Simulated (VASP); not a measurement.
# RbBr (Pm-3m) in VASP: further runs

Runs on RbBr. Level: PBE. Tasks: single point.

All numbers are computed with VASP 6.6.1; they aren't measurements. Logs are shortened: lines on timing, memory, paths and dates and some standing lists are left out, and cuts for length are marked.

### 1 The cell of the first run

The structure is cubic, space group Pm-3m (No. 221). The conventional cell has a = 4.193 Å, b = 4.193 Å, c = 4.193 Å, α = 90.00°, β = 90.00°, γ = 90.00°. Within 4.8 Å of Rb (site symmetry m-3m) lie 8 Br at 3.63 Å and 6 Rb at 4.19 Å. Br (site symmetry m-3m) has 8 Rb at 3.63 Å and 6 Br at 4.19 Å within 4.8 Å.

### 2 Single point, PBE

INCAR reads:

```
SYSTEM = RbBr
PREC     = Accurate       ! precision mode
ENCUT    = 520            ! plane-wave cutoff, eV
EDIFF    = 1E-6           ! SCF threshold, eV
ISMEAR   = -1             ! smearing method
SIGMA    = 0.02           ! smearing width, eV
LREAL    = .False.        ! projectors in reciprocal space
LASPH    = .True.         ! aspherical terms in the spheres
NELM     = 100            ! most SCF steps
ALGO     = Normal         ! electronic algorithm
ISIF     = 2              ! what is computed and relaxed
LWAVE    = .False.        ! write WAVECAR
LCHARG   = .False.        ! write CHGCAR
GGA      = PE             ! functional
NBANDS   = 15             ! bands
```

KPOINTS reads:

```
regular mesh
0
Gamma
  7 7 7
  0 0 0
```

POSCAR reads:

```
RbBr
1.0
    4.1928722427      0.0000000000      0.0000000000
    0.0000000000      4.1928722427      0.0000000000
    0.0000000000      0.0000000000      4.1928722427
Rb Br
1 1
Direct
    0.0000000000      0.0000000000      0.0000000000
    0.5000000000      0.5000000000      0.5000000000
```

Potentials or basis: VASP PAW PBE potentials, release 64 (Rb_sv, Br).

Started as:

```console
$ cat potpaw_PBE.64/Rb_sv/POTCAR potpaw_PBE.64/Br/POTCAR > POTCAR
$ mpirun -np 1 vasp_std > vasp.out
```

OUTCAR:

```text
SYSTEM = RbBr
   PREC = Accurate
   ENCUT = 520
   EDIFF = 1E-6
   ISMEAR = -1
   LREAL = .False.
   LASPH = .True.
   NELM = 100
   ISIF = 2
   GGA = PE

 ion  position               nearest neighbor table
   1  0.000  0.000  0.000-   2 3.63   2 3.63   2 3.63   2 3.63   2 3.63   2 3.63   2 3.63   2 3.63

   2  0.500  0.500  0.500-   1 3.63   1 3.63   1 3.63   1 3.63   1 3.63   1 3.63   1 3.63   1 3.63

  LATTYP: Found a simple cubic cell.
 ALAT       =     4.1928722427

  Lattice vectors:

 A1 = (   4.1928722427,   0.0000000000,   0.0000000000)
 A2 = (   0.0000000000,   4.1928722427,   0.0000000000)
 A3 = (   0.0000000000,   0.0000000000,   4.1928722427)

Analysis of symmetry for initial positions (statically):
=====================================================================
 Subroutine PRICEL returns:
 Original cell was already a primitive cell.

 Routine SETGRP: Setting up the symmetry group for a
 simple cubic supercell.

 Subroutine GETGRP returns: Found 48 space group operations
 (whereof 48 operations were pure point group operations)
 out of a pool of 48 trial point group operations.

The static configuration has the point symmetry O_h .

Analysis of symmetry for dynamics (positions and initial velocities):
=====================================================================
 Subroutine PRICEL returns:
 Original cell was already a primitive cell.

 Routine SETGRP: Setting up the symmetry group for a
 simple cubic supercell.

 Subroutine GETGRP returns: Found 48 space group operations
 (whereof 48 operations were pure point group operations)
 out of a pool of 48 trial point group operations.

The dynamic configuration has the point symmetry O_h .

 Subroutine INISYM returns: Found 48 space group operations
 (whereof 48 operations are pure point group operations),
 and found     1 'primitive' translations

----------------------------------------------------------------------------------------

                                     Primitive cell

  volume of cell :      73.7114

  direct lattice vectors                    reciprocal lattice vectors
     4.192872243  0.000000000  0.000000000     0.238499993  0.000000000  0.000000000
     0.000000000  4.192872243  0.000000000     0.000000000  0.238499993  0.000000000
     0.000000000  0.000000000  4.192872243     0.000000000  0.000000000  0.238499993

  length of vectors
     4.192872243  4.192872243  4.192872243     0.238499993  0.238499993  0.238499993

  position of ions in fractional coordinates (direct lattice)
     0.000000000  0.000000000  0.000000000
     0.500000000  0.500000000  0.500000000

  ion indices of the primitive-cell ions
   primitive index   ion index
                 1           1
                 2           2

----------------------------------------------------------------------------------------

 KPOINTS: regular mesh

Automatic generation of k-mesh.
 Grid dimensions read from file:
 generate k-points for:    7    7    7

 Generating k-lattice:

  Cartesian coordinates                     Fractional coordinates (reciprocal lattice)
     0.034071428  0.000000000  0.000000000     0.142857143  0.000000000  0.000000000
     0.000000000  0.034071428  0.000000000     0.000000000  0.142857143  0.000000000
     0.000000000  0.000000000  0.034071428     0.000000000  0.000000000  0.142857143

  Length of vectors
     0.034071428  0.034071428  0.034071428

  Shift w.r.t. Gamma in fractional coordinates (k-lattice)
     0.000000000  0.000000000  0.000000000

 Subroutine IBZKPT returns following result:
 ===========================================

 Found     20 irreducible k-points:

 Following reciprocal coordinates:
            Coordinates               Weight
  0.000000  0.000000  0.000000      1.000000
  0.142857  0.000000  0.000000      6.000000
  0.285714  0.000000  0.000000      6.000000
  0.428571  0.000000  0.000000      6.000000
  0.142857  0.142857  0.000000     12.000000
  0.285714  0.142857  0.000000     24.000000
[... 12 lines left out ...]
  0.428571  0.428571  0.285714     24.000000
  0.428571  0.428571  0.428571      8.000000
   k-points           NKPTS =     20   k-points in BZ     NKDIM =     20   number of bands    NBANDS=     15
   number of dos      NEDOS =    301   number of ions     NIONS =      2
   total plane-waves  NPLWV =  32768
   dimension x,y,z NGX =    32 NGY =   32 NGZ =   32
   dimension x,y,z NGXF=    64 NGYF=   64 NGZF=   64
   ions per type =               1   1
   NGX,Y,Z   is equivalent  to a cutoff of  12.69, 12.69, 12.69 a.u.
   NGXF,Y,Z  is equivalent  to a cutoff of  25.38, 25.38, 25.38 a.u.
 SYSTEM =  RbBr
   PREC   = accura    normal or accurate (medium, high low for compatibility)
   ISTART =      0    job   : 0-new  1-cont  2-samecut
   ICHARG =      2    charge: 1-file 2-atom 10-const
   ISPIN  =      1    spin polarized calculation?
   LNONCOLLINEAR =      F non collinear calculations
   LSORBIT =      F    spin-orbit coupling
   LASPH  =      T    aspherical Exc in radial PAW
   ENCUT  =  520.0 eV  38.22 Ry    6.18 a.u.   7.80  7.80  7.80*2*pi/ulx,y,z
   NELM   =    100;   NELMIN=  2; NELMDL= -5     # of ELM steps
   EDIFF  = 0.1E-05   stopping-criterion for ELM
   LREAL  =      F    real-space projection
   EDIFFG = 0.1E-04   stopping-criterion for IOM
   NSW    =      0    number of steps for IOM
   IBRION =     -1    ionic relax: 0-MD 1-quasi-New 2-CG
   NFREE  =      0    steps in history (QN), initial steepest desc. (CG)
   ISIF   =      2    stress and relaxation
   ISYM   =      2    0-nonsym 1-usesym 2-fastsym
   POTIM  = 0.5000    time-step for ionic-motion
   TEBEG  =    0.0;   TEEND  =   0.0 temperature during run
   PSTRESS=    0.0 pullay stress
   NELECT =      16.0000    total number of electrons
   NUPDOWN=      -1.0000    fix difference up-down
   EMIN   =  10.00;   EMAX   =-10.00  energy-range for DOS
   EFERMI =   0.00;   METHOD = LEGACY
   ISMEAR =    -1;   SIGMA  =   0.02  broadening in eV -4-tet -1-fermi 0-gaus
   EFERMI_NEDOS =   21; number of points for ismear=-14 and -15
   IALGO  =     38    algorithm
   IMIX   =      4    mixing-type and parameters
     AMIX     =   0.40;   BMIX     =  1.00
     AMIX_MAG =   1.60;   BMIX_MAG =  1.00
  volume/ion in A,a.u.               =      36.86       248.71
  Fermi-wavevector in a.u.,A,eV,Ry     =   0.983867  1.859240 13.170370  0.967995
  Thomas-Fermi vector in A             =   2.115057
   LORBIT       =      0    0 simple, 1 ext, 2 COOP (PROOUT), +10 PAW based schemes
   GGA     = PE    functional components
   LHFCALC =     F    Hartree Fock is set to
   AEXX    =    0.0000 exact exchange contribution
   IVDW    =     0    specifies the selected vdW correction
   LEPSILON=     F    determine dielectric tensor
   LRPA    =     F    only Hartree local field effects (RPA)
 non-spin polarized calculation
  energy-cutoff  :      520.00
  volume of cell :       73.71
 maximum number of plane-waves:      1999
 NGX is ok and might be reduce to    32
   NGX = 15   NGY = 15   NGZ = 15

 number of electron      16.0000001 magnetization

 Free energy of the ion-electron system (eV)
  ---------------------------------------------------
  ext. energy  EPLUGINS =         0.00000000
  ---------------------------------------------------
  free energy    TOTEN  =        -6.00525014 eV

  energy without entropy =       -6.00525014  energy(sigma->0) =       -6.00525014

 E-fermi :  -0.4767     XC(G=0):  -7.7258

 val. band max:       -0.9089839026   @ k =   0.4286   0.4286   0.0000
 cond. band min:       3.0358795109   @ k =   0.0000   0.0000   0.0000
 fundamental gap:      3.9448634136
 Fermi energy:        -0.4767040128

 k-point     1 :       0.0000    0.0000    0.0000
  band No.  band energies     occupation
      1     -26.0655      2.00000
      2     -13.4291      2.00000
      3     -10.0564      2.00000
      4     -10.0564      2.00000
      5     -10.0564      2.00000
      6      -1.0390      2.00000
      7      -1.0390      2.00000
      8      -1.0390      2.00000
      9       3.0359      0.00000
     10       4.7399      0.00000
     11       4.7399      0.00000
     12       8.9066      0.00000
     13       8.9066      0.00000
     14       8.9066      0.00000
     15      11.5709      0.00000

 k-point     2 :       0.1429    0.0000    0.0000
  band No.  band energies     occupation
      1     -26.0624      2.00000
      2     -13.4267      2.00000
      3     -10.0821      2.00000
      4     -10.0491      2.00000
      5     -10.0491      2.00000
      6      -1.3934      2.00000
      7      -1.0487      2.00000
      8      -1.0487      2.00000
      9       3.5106      0.00000
     10       4.8876      0.00000
     11       5.1498      0.00000
     12       8.8038      0.00000
     13       8.8038      0.00000
     14       9.0140      0.00000
     15      10.6108      0.00000

 k-point     3 :       0.2857    0.0000    0.0000
  band No.  band energies     occupation
      1     -26.0555      2.00000
      2     -13.4224      2.00000
      3     -10.1354      2.00000
      4     -10.0325      2.00000
      5     -10.0325      2.00000
      6      -2.0210      2.00000
      7      -1.0715      2.00000
      8      -1.0715      2.00000
      9       4.5559      0.00000
     10       5.3086      0.00000
     11       6.0722      0.00000
     12       8.6883      0.00000
     13       8.6883      0.00000
     14       9.1369      0.00000
     15       9.2966      0.00000
[... 271 lines left out ...]
 k-point    19 :       0.4286    0.4286    0.2857
  band No.  band energies     occupation
      1     -26.0264      2.00000
      2     -13.2195      2.00000
      3     -10.2670      2.00000
      4     -10.2627      2.00000
      5     -10.1572      2.00000
      6      -1.9905      2.00000
      7      -1.9835      2.00000
      8      -1.6843      2.00000
      9       5.8089      0.00000
     10       6.7608      0.00000
     11       6.9983      0.00000
     12       7.3170      0.00000
     13       8.4702      0.00000
     14       8.6085      0.00000
     15      10.9286      0.00000

 k-point    20 :       0.4286    0.4286    0.4286
  band No.  band energies     occupation
      1     -26.0214      2.00000
      2     -13.1858      2.00000
      3     -10.2487      2.00000
      4     -10.2441      2.00000
      5     -10.2441      2.00000
      6      -2.0574      2.00000
      7      -2.0574      2.00000
      8      -2.0123      2.00000
      9       6.6740      0.00000
     10       7.0588      0.00000
     11       7.0588      0.00000
     12       8.0638      0.00000
     13       8.2590      0.00000
     14       8.2590      0.00000
     15      11.0561      0.00000

------------------------ aborting loop because EDIFF is reached ----------------------------------------

  FORCE on cell =-STRESS in cart. coord.  units (eV):
  Direction    XX          YY          ZZ          XY          YZ          ZX
  --------------------------------------------------------------------------------------
  -------------------------------------------------------------------------------------
  Total        0.0278572      0.0278572      0.0278572      0.0000000     -0.0000000      0.0000000
  in kB        0.6054996      0.6054996      0.6054996      0.0000000     -0.0000000      0.0000000
  external PRESSURE =       0.6054996 kB  Pullay stress =       0.0000000 kB

 VOLUME and BASIS-vectors are now :
 -----------------------------------------------------------------------------
  energy-cutoff  :      520.00
  volume of cell :       73.71
      direct lattice vectors                 reciprocal lattice vectors
     4.192872243  0.000000000  0.000000000     0.238499993  0.000000000  0.000000000
     0.000000000  4.192872243  0.000000000     0.000000000  0.238499993  0.000000000
     0.000000000  0.000000000  4.192872243     0.000000000  0.000000000  0.238499993

 POSITION                                       TOTAL-FORCE (eV/Angst)
 -----------------------------------------------------------------------------------
      0.00000      0.00000      0.00000         0.000000      0.000000      0.000000
      2.09644      2.09644      2.09644         0.000000      0.000000      0.000000
 -----------------------------------------------------------------------------------
    total drift:                                0.000000      0.000000     -0.000000

  FREE ENERGIE OF THE ION-ELECTRON SYSTEM (eV)
  ---------------------------------------------------
  free  energy   TOTEN  =        -6.0052501393 eV

  energy  without entropy=       -6.0052501393  energy(sigma->0) =       -6.00525014
```

It took 18 s on 1 thread of Intel Xeon 8259CL, shared host; peak memory 0.18 GiB.

Results:

```
Free energy            : -6.0053 eV
Pressure               : 0.1 GPa
Band gap on the k mesh : 3.94 eV, indirect (least direct gap 4.07 eV)
```

A k mesh can miss the band edges.

### 3 Single point, PBE

INCAR reads:

```
  ALGO = Normal
  EDIFF = 1E-6
  ENCUT = 520
  GGA = PE
  ISIF = 2
  ISMEAR = -4
  LASPH = True
  LCHARG = False
  LREAL = False
  LWAVE = False
  NBANDS = 15
  NELM = 80
  PREC = Accurate
  SIGMA = 0.1
```

KPOINTS reads:

```
k-points
0
Gamma
  7 7 7
```

POSCAR is that of step 2.

Potentials or basis: VASP PAW PBE potentials, release 64 (Rb_sv, Br).

Started as:

```console
$ cat potpaw_PBE.64/Rb_sv/POTCAR potpaw_PBE.64/Br/POTCAR > POTCAR
$ mpirun -np 1 vasp_std > vasp.out
```

OUTCAR:

```text
EDIFF = 1E-6
   ENCUT = 520
   GGA = PE
   ISIF = 2
   ISMEAR = -4
   LASPH = True
   LREAL = False
   NELM = 80
   PREC = Accurate

 ion  position               nearest neighbor table
   1  0.000  0.000  0.000-   2 3.63   2 3.63   2 3.63   2 3.63   2 3.63   2 3.63   2 3.63   2 3.63

   2  0.500  0.500  0.500-   1 3.63   1 3.63   1 3.63   1 3.63   1 3.63   1 3.63   1 3.63   1 3.63

  LATTYP: Found a simple cubic cell.
 ALAT       =     4.1928722427

[... 544 lines left out ...]

------------------------ aborting loop because EDIFF is reached ----------------------------------------

  FORCE on cell =-STRESS in cart. coord.  units (eV):
  Direction    XX          YY          ZZ          XY          YZ          ZX
  --------------------------------------------------------------------------------------
  -------------------------------------------------------------------------------------
  Total        0.0278573      0.0278573      0.0278573      0.0000000      0.0000000     -0.0000000
  in kB        0.6055001      0.6055001      0.6055001      0.0000000      0.0000000     -0.0000000
  external PRESSURE =       0.6055001 kB  Pullay stress =       0.0000000 kB

 VOLUME and BASIS-vectors are now :
 -----------------------------------------------------------------------------
  energy-cutoff  :      520.00
  volume of cell :       73.71
      direct lattice vectors                 reciprocal lattice vectors
     4.192872243  0.000000000  0.000000000     0.238499993  0.000000000  0.000000000
     0.000000000  4.192872243  0.000000000     0.000000000  0.238499993  0.000000000
     0.000000000  0.000000000  4.192872243     0.000000000  0.000000000  0.238499993

 POSITION                                       TOTAL-FORCE (eV/Angst)
 -----------------------------------------------------------------------------------
      0.00000      0.00000      0.00000         0.000000      0.000000      0.000000
      2.09644      2.09644      2.09644         0.000000      0.000000      0.000000
 -----------------------------------------------------------------------------------
    total drift:                                0.000000      0.000000     -0.000000

  FREE ENERGIE OF THE ION-ELECTRON SYSTEM (eV)
  ---------------------------------------------------
  free  energy   TOTEN  =        -6.0052501394 eV

  energy  without entropy=       -6.0052501394  energy(sigma->0) =       -6.00525014
```

It took 19 s on 1 thread of Intel Xeon 8259CL, shared host; peak memory 0.18 GiB.

Results:

* Free energy: -6.0053 eV
* Pressure: 0.1 GPa
* Band gap on the k mesh: 3.94 eV, indirect (least direct gap 4.07 eV)

Levels at points of the mesh, in eV from the valence-band top:
| k point | band 4 | band 5 | band 6 | band 7 | band 8 | band 9 | band 10 | band 11 | band 12 | band 13 |
| --- | --- | --- | --- | --- | --- | --- | --- | --- | --- | --- |
| (0.00, 0.00, 0.00) | -9.15 | -9.15 | -0.13 | -0.13 | -0.13 | 3.94 | 5.65 | 5.65 | 9.82 | 9.82 |

A k mesh can miss the band edges.
